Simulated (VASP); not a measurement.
# Ga (I4/mmm) in VASP: notebook

The runs below take Ga through single point, with LDA.

Everything below comes from runs of VASP 6.6.1. Logs are shortened: lines on timing, memory, paths and dates and some standing lists are left out, and cuts for length are marked.

### 1 The cell of the first run

It takes space group I4/mmm (No. 139, tetragonal). Conventional cell: a = 2.836 Å, b = 2.836 Å, c = 4.458 Å, α = 90.00°, β = 90.00°, γ = 90.00°. Ga (site symmetry 4/mmm) has 12 Ga at 2.84 to 3.00 Å within 3.7 Å.

### 2 Single point, LDA (equal xx and yy strain of +1 %)

Input file INCAR:

```
PREC = Accurate
ENCUT = 520
EDIFF = 1E-6
ISMEAR = -1
SIGMA = 0.05
LREAL = False
LASPH = True
NELM = 60
ALGO = Normal
ISIF = 2
LWAVE = False
LCHARG = False
NBANDS = 12
ISYM = 0
```

Input file KPOINTS:

```
Automatic mesh
0
Gamma
  14 14 16
```

Input file POSCAR:

```
Ga
1.0
   -1.4180400000      1.4180400000      2.2290000000
    1.4180400000     -1.4180400000      2.2290000000
    1.4180400000      1.4180400000     -2.2290000000
Ga
1
Direct
    0.0000000000      0.0000000000      0.0000000000
```

Potentials or basis: VASP PAW LDA potentials, release 64 (Ga_d).

Started as:

```
$ cat potpaw_LDA.64/Ga_d/POTCAR > POTCAR
$ mpirun -np 1 vasp_std > vasp.out
```

OUTCAR:

```text
PREC = Accurate
   ENCUT = 520
   EDIFF = 1E-6
   ISMEAR = -1
   LREAL = False
   LASPH = True
   NELM = 60
   ISIF = 2
   ISYM = 0

 ion  position               nearest neighbor table
   1  0.000  0.000  0.000-

IMPORTANT INFORMATION: All symmetrisations will be switched off!
NOSYMM: (Re-)initialisation of all symmetry stuff for point group C_1.

----------------------------------------------------------------------------------------

                                     Primitive cell

  volume of cell :      17.9286

  direct lattice vectors                    reciprocal lattice vectors
    -1.418040000  1.418040000  2.229000000     0.000000000  0.352599363  0.224315837
     1.418040000 -1.418040000  2.229000000     0.352599363  0.000000000  0.224315837
     1.418040000  1.418040000 -2.229000000     0.352599363  0.352599363  0.000000000

  length of vectors
     2.998352195  2.998352195  2.998352195     0.417904182  0.417904182  0.498650801

  position of ions in fractional coordinates (direct lattice)
     0.000000000  0.000000000  0.000000000

  ion indices of the primitive-cell ions
   primitive index   ion index
                 1           1

----------------------------------------------------------------------------------------

 KPOINTS: Automatic mesh

Automatic generation of k-mesh.
 Grid dimensions read from file:
 generate k-points for:   14   14   16

 Generating k-lattice:

  Cartesian coordinates                     Fractional coordinates (reciprocal lattice)
     0.000000000  0.025185669  0.016022560     0.071428571  0.000000000 -0.000000000
     0.025185669  0.000000000  0.016022560     0.000000000  0.071428571 -0.000000000
     0.022037460  0.022037460  0.000000000     0.000000000  0.000000000  0.062500000

  Length of vectors
     0.029850299  0.029850299  0.031165675

  Shift w.r.t. Gamma in fractional coordinates (k-lattice)
     0.000000000  0.000000000  0.000000000

 -----------------------------------------------------------------------------
|                                                                             |
|           W    W    AA    RRRRR   N    N  II  N    N   GGGG   !!!           |
|           W    W   A  A   R    R  NN   N  II  NN   N  G    G  !!!           |
|           W    W  A    A  R    R  N N  N  II  N N  N  G       !!!           |
|           W WW W  AAAAAA  RRRRR   N  N N  II  N  N N  G  GGG   !            |
|           WW  WW  A    A  R   R   N   NN  II  N   NN  G    G                |
|           W    W  A    A  R    R  N    N  II  N    N   GGGG   !!!           |
|                                                                             |
|     Your reciprocal lattice and k-lattice belong to different lattice       |
|     classes:                                                                |
|                                                                             |
|        The reciprocal lattice is body-centered tetragonal,                  |
|        whereas your k-lattice is base-centered monoclinic.                  |
|                                                                             |
|     Results are often still useful ...                                      |
|                                                                             |
 -----------------------------------------------------------------------------

 WARNING: IBZKPT: internal override: KBLOWUP is changed to .FALSE.
      ... skipping the blow-up phase ...

 Subroutine IBZKPT returns following result:
 ===========================================

 Found   1572 irreducible k-points:

 Following reciprocal coordinates:
            Coordinates               Weight
  0.000000  0.000000  0.000000      1.000000
  0.071429  0.000000 -0.000000      2.000000
  0.142857  0.000000 -0.000000      2.000000
  0.214286  0.000000 -0.000000      2.000000
  0.285714  0.000000 -0.000000      2.000000
  0.357143  0.000000 -0.000000      2.000000
[... 16 lines left out ...]
  0.000000  0.142857 -0.000000      2.000000
  0.071429  0.142857 -0.000000      2.000000
 [... further k-points ...]
   k-points           NKPTS =   1572   k-points in BZ     NKDIM =   1572   number of bands    NBANDS=     12
   number of dos      NEDOS =    301   number of ions     NIONS =      1
   total plane-waves  NPLWV =  13824
   dimension x,y,z NGX =    24 NGY =   24 NGZ =   24
   dimension x,y,z NGXF=    48 NGYF=   48 NGZF=   48
   ions per type =               1
   NGX,Y,Z   is equivalent  to a cutoff of  13.31, 13.31, 13.31 a.u.
   NGXF,Y,Z  is equivalent  to a cutoff of  26.61, 26.61, 26.61 a.u.
 SYSTEM =  unknown system
   PREC   = accura    normal or accurate (medium, high low for compatibility)
   ISTART =      0    job   : 0-new  1-cont  2-samecut
   ICHARG =      2    charge: 1-file 2-atom 10-const
   ISPIN  =      1    spin polarized calculation?
   LNONCOLLINEAR =      F non collinear calculations
   LSORBIT =      F    spin-orbit coupling
   LASPH  =      T    aspherical Exc in radial PAW
   ENCUT  =  520.0 eV  38.22 Ry    6.18 a.u.   5.57  5.57  5.57*2*pi/ulx,y,z
   NELM   =     60;   NELMIN=  2; NELMDL= -5     # of ELM steps
   EDIFF  = 0.1E-05   stopping-criterion for ELM
   LREAL  =      F    real-space projection
   EDIFFG = 0.1E-04   stopping-criterion for IOM
   NSW    =      0    number of steps for IOM
   IBRION =     -1    ionic relax: 0-MD 1-quasi-New 2-CG
   NFREE  =      0    steps in history (QN), initial steepest desc. (CG)
   ISIF   =      2    stress and relaxation
   ISYM   =      0    0-nonsym 1-usesym 2-fastsym
   POTIM  = 0.5000    time-step for ionic-motion
   TEBEG  =    0.0;   TEEND  =   0.0 temperature during run
   PSTRESS=    0.0 pullay stress
   NELECT =      13.0000    total number of electrons
   NUPDOWN=      -1.0000    fix difference up-down
   EMIN   =  10.00;   EMAX   =-10.00  energy-range for DOS
   EFERMI =   0.00;   METHOD = LEGACY
   ISMEAR =    -1;   SIGMA  =   0.05  broadening in eV -4-tet -1-fermi 0-gaus
   EFERMI_NEDOS =   21; number of points for ismear=-14 and -15
   IALGO  =     38    algorithm
   IMIX   =      4    mixing-type and parameters
     AMIX     =   0.40;   BMIX     =  1.00
     AMIX_MAG =   1.60;   BMIX_MAG =  1.00
  volume/ion in A,a.u.               =      17.93       120.99
  Fermi-wavevector in a.u.,A,eV,Ry     =   1.470755  2.779324 29.431030  2.163120
  Thomas-Fermi vector in A             =   2.585973
   LORBIT       =      0    0 simple, 1 ext, 2 COOP (PROOUT), +10 PAW based schemes
   GGA     = CA    functional components
   LHFCALC =     F    Hartree Fock is set to
   AEXX    =    0.0000 exact exchange contribution
   IVDW    =     0    specifies the selected vdW correction
   LEPSILON=     F    determine dielectric tensor
   LRPA    =     F    only Hartree local field effects (RPA)
 non-spin polarized calculation
  energy-cutoff  :      520.00
  volume of cell :       17.93
 maximum number of plane-waves:       497
   NGX = 11   NGY = 11   NGZ = 11

 number of electron      12.9999994 magnetization

 Free energy of the ion-electron system (eV)
  ---------------------------------------------------
  ext. energy  EPLUGINS =         0.00000000
  ---------------------------------------------------
  free energy    TOTEN  =        -3.55788308 eV

  energy without entropy =       -3.55487155  energy(sigma->0) =       -3.55637731

 E-fermi :   5.7990     XC(G=0): -11.5907

 val. band max:        5.7905934043   @ k =  -0.0714  -0.4286   0.3750
 cond. band min:       5.8140545558   @ k =   0.0714   0.2143   0.2500
 fundamental gap:      0.0234611514
 Fermi energy:         5.7990388520

 k-point     1 :       0.0000    0.0000    0.0000
  band No.  band energies     occupation
      1      -9.3277      2.00000
      2      -9.2135      2.00000
      3      -9.2133      2.00000
      4      -9.1808      2.00000
      5      -9.0585      2.00000
      6      -5.6586      2.00000
      7      18.4165      0.00000
      8      18.4166      0.00000
      9      18.4438      0.00000
     10      22.1202      0.00000
     11      22.2116      0.00000
     12      22.7100      0.00000

 k-point     2 :       0.0714    0.0000   -0.0000
  band No.  band energies     occupation
      1      -9.3208      2.00000
      2      -9.2155      2.00000
      3      -9.2073      2.00000
      4      -9.1787      2.00000
      5      -9.0620      2.00000
      6      -5.5222      2.00000
      7      16.8187      0.00000
      8      18.0144      0.00000
      9      18.2493      0.00000
     10      21.1653      0.00000
     11      22.7059      0.00000
     12      23.1020      0.00000

 k-point     3 :       0.1429    0.0000   -0.0000
  band No.  band energies     occupation
      1      -9.3065      2.00000
      2      -9.2260      2.00000
      3      -9.1919      2.00000
      4      -9.1648      2.00000
      5      -9.0698      2.00000
      6      -5.1101      2.00000
      7      13.9324      0.00000
      8      17.1488      0.00000
      9      17.8971      0.00000
     10      20.7506      0.00000
     11      22.2581      0.00000
     12      24.0856      0.00000
[... 286 lines left out ...]
 k-point    23 :       0.0000    0.1429   -0.0000
  band No.  band energies     occupation
      1      -9.3065      2.00000
      2      -9.2260      2.00000
      3      -9.1919      2.00000
      4      -9.1648      2.00000
      5      -9.0698      2.00000
      6      -5.1101      2.00000
      7      13.9324      0.00000
      8      17.1488      0.00000
      9      17.8971      0.00000
     10      20.7506      0.00000
     11      22.2581      0.00000
     12      24.0856      0.00000

 k-point    24 :       0.0714    0.1429   -0.0000
  band No.  band energies     occupation
      1      -9.3050      2.00000
      2      -9.2206      2.00000
      3      -9.1913      2.00000
      4      -9.1592      2.00000
      5      -9.0676      2.00000
      6      -4.8126      2.00000
      7      13.1768      0.00000
      8      15.4949      0.00000
      9      17.7063      0.00000
     10      21.0057      0.00000
     11      21.6239      0.00000
     12      23.6964      0.00000

 [... further k-points ...]

------------------------ aborting loop because EDIFF is reached ----------------------------------------

  FORCE on cell =-STRESS in cart. coord.  units (eV):
  Direction    XX          YY          ZZ          XY          YZ          ZX
  --------------------------------------------------------------------------------------
  -------------------------------------------------------------------------------------
  Total       -0.3154260     -0.3154253     -0.3125619     -0.0111617      0.0119163      0.0119167
  in kB      -28.1877879    -28.1877246    -27.9318450     -0.9974548      1.0648904      1.0649220
  external PRESSURE =     -28.1024525 kB  Pullay stress =       0.0000000 kB

 VOLUME and BASIS-vectors are now :
 -----------------------------------------------------------------------------
  energy-cutoff  :      520.00
  volume of cell :       17.93
      direct lattice vectors                 reciprocal lattice vectors
    -1.418040000  1.418040000  2.229000000     0.000000000  0.352599363  0.224315837
     1.418040000 -1.418040000  2.229000000     0.352599363  0.000000000  0.224315837
     1.418040000  1.418040000 -2.229000000     0.352599363  0.352599363  0.000000000

 POSITION                                       TOTAL-FORCE (eV/Angst)
 -----------------------------------------------------------------------------------
      0.00000      0.00000      0.00000        -0.000000      0.000000      0.000000
 -----------------------------------------------------------------------------------
    total drift:                               -0.000000      0.000000      0.000000

  FREE ENERGIE OF THE ION-ELECTRON SYSTEM (eV)
  ---------------------------------------------------
  free  energy   TOTEN  =        -3.5578830791 eV

  energy  without entropy=       -3.5548715496  energy(sigma->0) =       -3.55637731
```

Run time: 1.8 min. Hardware: 1 thread of Intel Xeon Platinum 8488C (Sapphire Rapids), shared host; peak memory 0.41 GiB.

What came out:

| Item | Value |
| --- | --- |
| Free energy | -3.5579 eV |
| Pressure | -2.8 GPa |
| Band gap on the k mesh | zero (an odd number of electrons rules out a gap without spin polarisation) |

Stress tensor (GPa, compression positive):
```
-2.82 -0.10  0.11
-0.10 -2.82  0.11
 0.11  0.11 -2.79
```

Caveat: the cell differs from its parent crystal (equal xx and yy strain of +1 %).

### 3 Single point, LDA (zz strain of -2 %)

Input file INCAR:

```
PREC     = Accurate       # precision mode
ENCUT    = 520            # plane-wave cutoff, eV
EDIFF    = 1E-6           # SCF threshold, eV
ISMEAR   = -1             # smearing method
SIGMA    = 0.05           # smearing width, eV
LREAL    = F              # projectors in reciprocal space
LASPH    = T              # aspherical terms in the spheres
NELM     = 60             # most SCF steps
ALGO     = Normal         # electronic algorithm
ISIF     = 2              # what is computed and relaxed
LWAVE    = F              # write WAVECAR
LCHARG   = T              # write CHGCAR
LELF     = T              # ELF
LVHAR    = T            
ISYM     = 0            
NBANDS   = 12             # bands
```

KPOINTS is that of step 2.

Input file POSCAR:

```
Ga
1.0
   -1.4040000000      1.4040000000      2.1844200000
    1.4040000000     -1.4040000000      2.1844200000
    1.4040000000      1.4040000000     -2.1844200000
Ga
1
Direct
    0.0000000000      0.0000000000      0.0000000000
```

Potentials or basis: VASP PAW LDA potentials, release 64 (Ga_d).

Started as:

```
$ cat potpaw_LDA.64/Ga_d/POTCAR > POTCAR
$ mpirun -np 1 vasp_std > vasp.out
```

Run time: 2 min. Hardware: 1 thread of AMD EPYC 9R45 (Zen 5), shared host; peak memory 0.36 GiB.

It converged, with:

- Free energy: -3.5645 eV
- Pressure: -0.5 GPa
- Band gap on the k mesh: zero (an odd number of electrons rules out a gap without spin polarisation)

Stress tensor (GPa, compression positive):
```
-0.63 -0.09  0.15
-0.09 -0.63  0.15
 0.15  0.15 -0.26
```

Levels at points of the mesh, in eV from the Fermi level:
```
           k point  band 2  band 3  band 4  band 5  band 6  band 7  band 8  band 9  band 10  band 11
(0.00, 0.00, 0.00)  -15.08  -15.08  -15.03  -14.91  -11.80   13.05   13.05   13.13    16.59    16.70
(0.50, 0.00, 0.00)  -15.16  -15.06  -14.85  -14.82   -5.08   -4.40    9.09   11.69    13.44    15.67
(0.00, 0.50, 0.00)  -15.16  -15.06  -14.85  -14.82   -5.08   -4.40    9.09   11.69    13.44    15.67
(0.50, 0.50, 0.00)  -15.27  -14.85  -14.85  -14.75   -2.44   -1.54    4.28    5.03     8.42     8.49
(0.00, 0.00, 0.50)  -15.27  -14.85  -14.84  -14.75   -2.44   -1.54    4.28    5.03     8.42     8.49
(0.50, 0.00, 0.50)  -15.16  -15.06  -14.85  -14.82   -5.08   -4.40    9.09   11.69    13.44    15.67
(0.00, 0.50, 0.50)  -15.16  -15.06  -14.85  -14.82   -5.08   -4.40    9.09   11.69    13.44    15.67
(0.50, 0.50, 0.50)  -15.27  -14.83  -14.81  -14.81   -3.64   -3.64    6.30    6.30     9.74    10.50
```

Caveat: the cell differs from its parent crystal (zz strain of -2 %).

### 4 Single point, LDA (17.22 Å³/atom)

This run uses another cell than the first one, of 17.22 Å³/atom.

Input file INCAR:

```
PREC = Accurate ; ENCUT = 520
EDIFF = 1E-7 ; ISMEAR = -1
SIGMA = 0.05 ; LREAL = False
LASPH = True ; NELM = 100
ALGO = Normal ; ISIF = 2
LWAVE = False ; LCHARG = False
GGA = CA ; NBANDS = 12
ISYM = 0
```

KPOINTS is that of step 3.

Input file POSCAR:

```
Ga
1.0
   -1.3945768973      1.3945768973      2.2140398177
    1.3945768973     -1.3945768973      2.2140398177
    1.3945768973      1.3945768973     -2.2140398177
Ga
1
Direct
    0.0000000000      0.0000000000      0.0000000000
```

Started as:

```
$ cat potpaw_LDA.64/Ga_d/POTCAR > POTCAR
$ mpirun -np 1 vasp_std > vasp.out
```

Wall time 2 min (1 thread of AMD EPYC 9R45 (Zen 5), shared host); peak memory 0.36 GiB.

The run converged. Its results:

* Free energy: -3.5646 eV
* Pressure: -0.4 GPa
* Band gap on the k mesh: zero (an odd number of electrons rules out a gap without spin polarisation)

Stress tensor (GPa, compression positive):
```
-0.31 -0.07  0.10
-0.07 -0.31  0.10
 0.10  0.10 -0.48
```

Levels at points of the mesh, in eV from the Fermi level:
```csv
k point,band 4,band 5,band 6,band 7,band 8,band 9
"(0.00, 0.00, 0.00)",-15.02,-14.88,-11.78,13.09,13.09,13.11
"(0.50, 0.00, 0.00)",-14.84,-14.80,-5.05,-4.37,8.78,11.98
"(0.00, 0.50, 0.00)",-14.84,-14.80,-5.05,-4.37,8.78,11.98
"(0.50, 0.50, 0.00)",-14.84,-14.72,-2.33,-1.36,4.13,5.06
"(0.00, 0.00, 0.50)",-14.84,-14.72,-2.33,-1.36,4.13,5.06
"(0.50, 0.00, 0.50)",-14.84,-14.80,-5.05,-4.37,8.78,11.98
"(0.00, 0.50, 0.50)",-14.84,-14.80,-5.05,-4.37,8.78,11.98
"(0.50, 0.50, 0.50)",-14.80,-14.80,-3.90,-3.76,6.58,6.58
```

### 5 Overview

```tsv
cell	gap on the mesh (eV)	pressure (GPa)
a = 2.998 Å, angles 123.5, 123.5, 84.0°, 1 atom	none	-2.8
a = 2.952 Å, angles 123.2, 123.2, 84.5°, 1 atom	none	-0.5
a = 2.965 Å, angles 123.9, 123.9, 83.4°, 1 atom	none	-0.4
```

Alike in all rows: task single point; level LDA; potentials or basis VASP PAW LDA potentials, release 64 (Ga_d); no spin polarisation; k mesh 14 × 14 × 16; cutoff (eV) 520; smearing fermi-dirac 0.05 eV.

Absolute energies hang on the potentials; compare differences alone.

The gap in the log of VASP goes by the Fermi energy; the results here count the filled bands.